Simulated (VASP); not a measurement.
# BP (rocksalt type) (Fm-3m) in VASP: further runs

The runs below take BP (rocksalt type) through single point, with r2SCAN.

Program: VASP 6.6.1. These are calculated values, not measurements. Logs are shortened: lines on timing, memory, paths and dates and some standing lists are left out, and cuts for length are marked.

### Step 1. The cell of the first run

It takes space group Fm-3m (No. 225, cubic). Conventional cell: a = 3.539 Å, b = 3.539 Å, c = 3.539 Å, α = 90.00°, β = 90.00°, γ = 90.00°. Within 2.4 Å of B (site symmetry m-3m) lie 6 P at 1.77 Å. P (site symmetry m-3m) has 6 B at 1.77 Å within 2.4 Å.

### Step 2. Single point, r2SCAN (volume scaled by 0.55)

Contents of POSCAR:

```
BP
1.0
    0.0000000000      1.7697481993      1.7697481993
    1.7697481993      0.0000000000      1.7697481993
    1.7697481993      1.7697481993      0.0000000000
B P
1 1
Direct
    0.0000000000      0.0000000000      0.0000000000
    0.5000000000      0.5000000000      0.5000000000
```

Contents of INCAR.step1:

```
  ALGO = Normal
  EDIFF = 1E-4
  ENCUT = 520
  GGA = PE
  ISMEAR = -1
  LASPH = True
  LCHARG = False
  LREAL = False
  LWAVE = True
  NBANDS = 11
  NELM = 100
  PREC = Accurate
  SIGMA = 0.1
```

Contents of INCAR.step2:

```
  ALGO = Normal
  EDIFF = 1E-6
  ENCUT = 520
  ISIF = 2
  ISMEAR = -1
  ISTART = 1
  LASPH = True
  LCHARG = False
  LMIXTAU = True
  LREAL = False
  LWAVE = False
  METAGGA = R2SCAN
  NBANDS = 11
  NELM = 100
  PREC = Accurate
  SIGMA = 0.1
```

Contents of KPOINTS:

```
k-points
0
Gamma
  17 17 17
```

Potentials or basis: VASP PAW PBE potentials, release 64 (B, P).

Command:

```bash
cat potpaw_PBE.64/B/POTCAR potpaw_PBE.64/P/POTCAR > POTCAR
cp INCAR.step1 INCAR
mpirun -np 1 vasp_std > vasp.out
cp INCAR.step2 INCAR
mpirun -np 1 vasp_std > vasp.out
```

OUTCAR:

```text
EDIFF = 1E-6
   ENCUT = 520
   ISIF = 2
   ISMEAR = -1
   ISTART = 1
   LASPH = True
   LREAL = False
   METAGGA = R2SCAN
   NELM = 100
   PREC = Accurate

 ion  position               nearest neighbor table
   1  0.000  0.000  0.000-   2 1.77   2 1.77   2 1.77   2 1.77   2 1.77   2 1.77
   2  0.500  0.500  0.500-   1 1.77   1 1.77   1 1.77   1 1.77   1 1.77   1 1.77

  LATTYP: Found a face centered cubic cell.
 ALAT       =     3.5394963986

  Lattice vectors:

 A1 = (   0.0000000000,   1.7697481993,   1.7697481993)
 A2 = (   1.7697481993,   0.0000000000,   1.7697481993)
 A3 = (   1.7697481993,   1.7697481993,   0.0000000000)

Analysis of symmetry for initial positions (statically):
=====================================================================
 Subroutine PRICEL returns:
 Original cell was already a primitive cell.

 Routine SETGRP: Setting up the symmetry group for a
 face centered cubic supercell.

 Subroutine GETGRP returns: Found 48 space group operations
 (whereof 48 operations were pure point group operations)
 out of a pool of 48 trial point group operations.

The static configuration has the point symmetry O_h .

Analysis of symmetry for dynamics (positions and initial velocities):
=====================================================================
 Subroutine PRICEL returns:
 Original cell was already a primitive cell.

 Routine SETGRP: Setting up the symmetry group for a
 face centered cubic supercell.

 Subroutine GETGRP returns: Found 48 space group operations
 (whereof 48 operations were pure point group operations)
 out of a pool of 48 trial point group operations.

The dynamic configuration has the point symmetry O_h .

 Subroutine INISYM returns: Found 48 space group operations
 (whereof 48 operations are pure point group operations),
 and found     1 'primitive' translations

----------------------------------------------------------------------------------------

                                     Primitive cell

  volume of cell :      11.0857

  direct lattice vectors                    reciprocal lattice vectors
     0.000000000  1.769748199  1.769748199    -0.282526068  0.282526068  0.282526068
     1.769748199  0.000000000  1.769748199     0.282526068 -0.282526068  0.282526068
     1.769748199  1.769748199  0.000000000     0.282526068  0.282526068 -0.282526068

  length of vectors
     2.502801905  2.502801905  2.502801905     0.489349504  0.489349504  0.489349504

  position of ions in fractional coordinates (direct lattice)
     0.000000000  0.000000000  0.000000000
     0.500000000  0.500000000  0.500000000

  ion indices of the primitive-cell ions
   primitive index   ion index
                 1           1
                 2           2

----------------------------------------------------------------------------------------

 KPOINTS: k-points

Automatic generation of k-mesh.
 Grid dimensions read from file:
 generate k-points for:   17   17   17

 Generating k-lattice:

  Cartesian coordinates                     Fractional coordinates (reciprocal lattice)
    -0.016619180  0.016619180  0.016619180     0.058823529  0.000000000  0.000000000
     0.016619180 -0.016619180  0.016619180     0.000000000  0.058823529  0.000000000
     0.016619180  0.016619180 -0.016619180     0.000000000  0.000000000  0.058823529

  Length of vectors
     0.028785265  0.028785265  0.028785265

  Shift w.r.t. Gamma in fractional coordinates (k-lattice)
     0.000000000  0.000000000  0.000000000

 Subroutine IBZKPT returns following result:
 ===========================================

 Found    165 irreducible k-points:

 Following reciprocal coordinates:
            Coordinates               Weight
  0.000000  0.000000  0.000000      1.000000
  0.058824  0.000000  0.000000      8.000000
  0.117647  0.000000  0.000000      8.000000
  0.176471  0.000000  0.000000      8.000000
  0.235294  0.000000  0.000000      8.000000
  0.294118  0.000000  0.000000      8.000000
[... 16 lines left out ...]
 -0.176471  0.058824  0.000000     24.000000
 -0.117647  0.058824  0.000000     24.000000
 [... further k-points ...]
   k-points           NKPTS =    165   k-points in BZ     NKDIM =    165   number of bands    NBANDS=     11
   number of dos      NEDOS =    301   number of ions     NIONS =      2
   total plane-waves  NPLWV =   8000
   dimension x,y,z NGX =    20 NGY =   20 NGZ =   20
   dimension x,y,z NGXF=    40 NGYF=   40 NGZF=   40
   ions per type =               1   1
   NGX,Y,Z   is equivalent  to a cutoff of  13.28, 13.28, 13.28 a.u.
   NGXF,Y,Z  is equivalent  to a cutoff of  26.57, 26.57, 26.57 a.u.
 SYSTEM =  unknown system
   PREC   = accura    normal or accurate (medium, high low for compatibility)
   ISTART =      1    job   : 0-new  1-cont  2-samecut
   ICHARG =      0    charge: 1-file 2-atom 10-const
   ISPIN  =      1    spin polarized calculation?
   LNONCOLLINEAR =      F non collinear calculations
   LSORBIT =      F    spin-orbit coupling
   LASPH  =      T    aspherical Exc in radial PAW
   ENCUT  =  520.0 eV  38.22 Ry    6.18 a.u.   4.65  4.65  4.65*2*pi/ulx,y,z
   NELM   =    100;   NELMIN=  2; NELMDL=  0     # of ELM steps
   EDIFF  = 0.1E-05   stopping-criterion for ELM
   LREAL  =      F    real-space projection
   EDIFFG = 0.1E-04   stopping-criterion for IOM
   NSW    =      0    number of steps for IOM
   IBRION =     -1    ionic relax: 0-MD 1-quasi-New 2-CG
   NFREE  =      0    steps in history (QN), initial steepest desc. (CG)
   ISIF   =      2    stress and relaxation
   ISYM   =      2    0-nonsym 1-usesym 2-fastsym
   POTIM  = 0.5000    time-step for ionic-motion
   TEBEG  =    0.0;   TEEND  =   0.0 temperature during run
   PSTRESS=    0.0 pullay stress
   NELECT =       8.0000    total number of electrons
   NUPDOWN=      -1.0000    fix difference up-down
   EMIN   =  10.00;   EMAX   =-10.00  energy-range for DOS
   EFERMI =   0.00;   METHOD = LEGACY
   ISMEAR =    -1;   SIGMA  =   0.10  broadening in eV -4-tet -1-fermi 0-gaus
   EFERMI_NEDOS =   21; number of points for ismear=-14 and -15
   IALGO  =     38    algorithm
   IMIX   =      4    mixing-type and parameters
     AMIX     =   0.40;   BMIX     =  1.00
     AMIX_MAG =   1.60;   BMIX_MAG =  1.00
  volume/ion in A,a.u.               =       5.54        37.41
  Fermi-wavevector in a.u.,A,eV,Ry     =   1.468419  2.774910 29.337624  2.156255
  Thomas-Fermi vector in A             =   2.583919
   LORBIT       =      0    0 simple, 1 ext, 2 COOP (PROOUT), +10 PAW based schemes
   METAGGA = R2SCAN    functional components
   LHFCALC =     F    Hartree Fock is set to
   AEXX    =    0.0000 exact exchange contribution
   IVDW    =     0    specifies the selected vdW correction
   LEPSILON=     F    determine dielectric tensor
   LRPA    =     F    only Hartree local field effects (RPA)
 non-spin polarized calculation
  energy-cutoff  :      520.00
  volume of cell :       11.09
 maximum number of plane-waves:       308
   NGX =  9   NGY =  9   NGZ =  9

 number of electron       8.0000001 magnetization

 Free energy of the ion-electron system (eV)
  ---------------------------------------------------
  ext. energy  EPLUGINS =         0.00000000
  ---------------------------------------------------
  free energy    TOTEN  =        -9.96016416 eV

  energy without entropy =       -9.94527387  energy(sigma->0) =       -9.95271902

 E-fermi :  20.3766     XC(G=0): -15.7508

 val. band max:       20.3443198025   @ k =  -0.2353   0.1176   0.0000
 cond. band min:      20.3887648368   @ k =   0.2941   0.1176   0.0588
 fundamental gap:      0.0444450344
 Fermi energy:        20.3765855419

 k-point     1 :       0.0000    0.0000    0.0000
  band No.  band energies     occupation
      1      -6.0519      2.00000
      2      20.6504      0.12150
      3      20.6504      0.12150
      4      20.6504      0.12150
      5      27.3223      0.00000
      6      27.3223      0.00000
      7      27.3223      0.00000
      8      34.3957      0.00000
      9      34.3957      0.00000
     10      35.5434      0.00000
     11      35.5434      0.00000

 k-point     2 :       0.0588    0.0000    0.0000
  band No.  band energies     occupation
      1      -5.9385      2.00000
      2      19.6980      1.99774
      3      20.4876      0.49557
      4      20.4876      0.49556
      5      27.6945      0.00000
      6      27.6945      0.00000
      7      27.7084      0.00000
      8      32.4913      0.00000
      9      32.4913      0.00000
     10      35.3997      0.00000
     11      37.5300      0.00000

 k-point     3 :       0.1176    0.0000    0.0000
  band No.  band energies     occupation
      1      -5.5987      2.00000
      2      17.5429      2.00000
      3      20.0988      1.88297
      4      20.0988      1.88297
      5      28.3596      0.00000
      6      28.6472      0.00000
      7      28.6472      0.00000
      8      30.4241      0.00000
      9      30.4241      0.00000
     10      35.0083      0.00000
     11      39.6961      0.00000

 k-point     4 :       0.1765    0.0000    0.0000
  band No.  band energies     occupation
      1      -5.0335      2.00000
      2      14.9847      2.00000
      3      19.6552      1.99853
      4      19.6552      1.99853
      5      28.2158      0.00000
      6      28.2158      0.00000
      7      28.9007      0.00000
      8      30.4472      0.00000
      9      30.4472      0.00000
     10      34.4682      0.00000
     11      42.3388      0.00000
[... 239 lines left out ...]
 k-point    22 :      -0.2353    0.0588    0.0000
  band No.  band energies     occupation
      1      -3.8330      2.00000
      2      11.5794      2.00000
      3      17.5233      2.00000
      4      20.2443      1.57915
      5      24.9522      0.00000
      6      26.9321      0.00000
      7      29.6914      0.00000
      8      31.6435      0.00000
      9      33.9457      0.00000
     10      34.8618      0.00000
     11      44.0277      0.00000

 k-point    23 :      -0.1765    0.0588    0.0000
  band No.  band energies     occupation
      1      -4.6949      2.00000
      2      14.1761      2.00000
      3      17.8908      2.00000
      4      20.6062      0.18295
      5      26.3759      0.00000
      6      28.4204      0.00000
      7      29.1810      0.00000
      8      29.8136      0.00000
      9      32.5070      0.00000
     10      35.0575      0.00000
     11      42.9643      0.00000

 k-point    24 :      -0.1176    0.0588    0.0000
  band No.  band energies     occupation
      1      -5.3346      2.00000
      2      16.7547      2.00000
      3      18.4174      2.00000
      4      20.8487      0.01766
      5      28.0027      0.00000
      6      28.3655      0.00000
      7      28.5695      0.00000
      8      30.1333      0.00000
      9      31.0392      0.00000
     10      35.5937      0.00000
     11      40.0652      0.00000

 [... further k-points ...]

------------------------ aborting loop because EDIFF is reached ----------------------------------------

  FORCE on cell =-STRESS in cart. coord.  units (eV):
  Direction    XX          YY          ZZ          XY          YZ          ZX
  --------------------------------------------------------------------------------------
  -------------------------------------------------------------------------------------
  Total       18.8647282     18.8647282     18.8647282      0.0000000     -0.0000000      0.0000000
  in kB     2726.4447588   2726.4447588   2726.4447588      0.0000000     -0.0000000      0.0000000
  external PRESSURE =    2726.4447588 kB  Pullay stress =       0.0000000 kB

 VOLUME and BASIS-vectors are now :
 -----------------------------------------------------------------------------
  energy-cutoff  :      520.00
  volume of cell :       11.09
      direct lattice vectors                 reciprocal lattice vectors
     0.000000000  1.769748199  1.769748199    -0.282526068  0.282526068  0.282526068
     1.769748199  0.000000000  1.769748199     0.282526068 -0.282526068  0.282526068
     1.769748199  1.769748199  0.000000000     0.282526068  0.282526068 -0.282526068

 POSITION                                       TOTAL-FORCE (eV/Angst)
 -----------------------------------------------------------------------------------
      0.00000      0.00000      0.00000        -0.000000      0.000000      0.000000
      1.76975      1.76975      1.76975         0.000000     -0.000000     -0.000000
 -----------------------------------------------------------------------------------
    total drift:                                0.000000     -0.000000     -0.000000

  FREE ENERGIE OF THE ION-ELECTRON SYSTEM (eV)
  ---------------------------------------------------
  free  energy   TOTEN  =        -9.9601641636 eV

  energy  without entropy=       -9.9452738704  energy(sigma->0) =       -9.95271902
```

Wall time 63 s (1 thread of Intel Xeon 6975P-C, shared host); peak memory 0.14 GiB.

Results:

| Property | Result |
| --- | --- |
| Free energy | -9.9602 eV |
| Pressure | 272.6 GPa |
| Band gap on the k mesh | zero (band 4 reaches 21.21 eV, above the bottom of band 5 at 18.93 eV) |

Caveat: the PAW data sets were made with another functional, which shifts forces and pressure a little.

### Step 3. Single point, r2SCAN (volume scaled by 0.55, level accurate)

POSCAR is that of step 2.

Contents of INCAR.step1:

```
SYSTEM = BP
PREC = Accurate ; ENCUT = 520
ISMEAR = -1 ; SIGMA = 0.1
LREAL = .False. ; LASPH = .True.
NELM = 60 ; NBANDS = 11
GGA = PE ; ALGO = Normal
EDIFF = 1E-4 ; LWAVE = .True.
LCHARG = .False.
```

Contents of INCAR.step2:

```
SYSTEM = BP
PREC = Accurate ; ENCUT = 520
EDIFF = 1E-6 ; ISMEAR = -1
SIGMA = 0.1 ; LREAL = .False.
LASPH = .True. ; NELM = 60
ALGO = Normal ; ISIF = 2
LWAVE = .False. ; LCHARG = .False.
METAGGA = R2SCAN ; LMIXTAU = .True.
NBANDS = 11 ; ISTART = 1
```

Contents of KPOINTS:

```
regular mesh
0
Gamma
  17 17 17
  0 0 0
```

Potentials or basis: VASP PAW PBE potentials, release 64 (B, P).

Command:

```bash
cat potpaw_PBE.64/B/POTCAR potpaw_PBE.64/P/POTCAR > POTCAR
cp INCAR.step1 INCAR
mpirun -np 1 vasp_std > vasp.out
cp INCAR.step2 INCAR
mpirun -np 1 vasp_std > vasp.out
```

Run time: 60 s. Hardware: 1 thread of Intel Xeon 6975P-C, shared host; peak memory 0.14 GiB.

It converged, with:

```
Free energy            : -9.9602 eV
Pressure               : 272.6 GPa
Band gap on the k mesh : zero (band 4 reaches 21.21 eV, above the bottom of band 5 at 18.93 eV)
```

Levels at points of the mesh, in eV from the Fermi level:
| k point | band 1 | band 2 | band 3 | band 4 | band 5 | band 6 | band 7 | band 8 |
| --- | --- | --- | --- | --- | --- | --- | --- | --- |
| (0.00, 0.00, 0.00) | -26.43 | 0.27 | 0.27 | 0.27 | 6.95 | 6.95 | 6.95 | 14.02 |

Caveat: the PAW data sets were made with another functional, which shifts forces and pressure a little.

(Continued in part 2 of 2.)
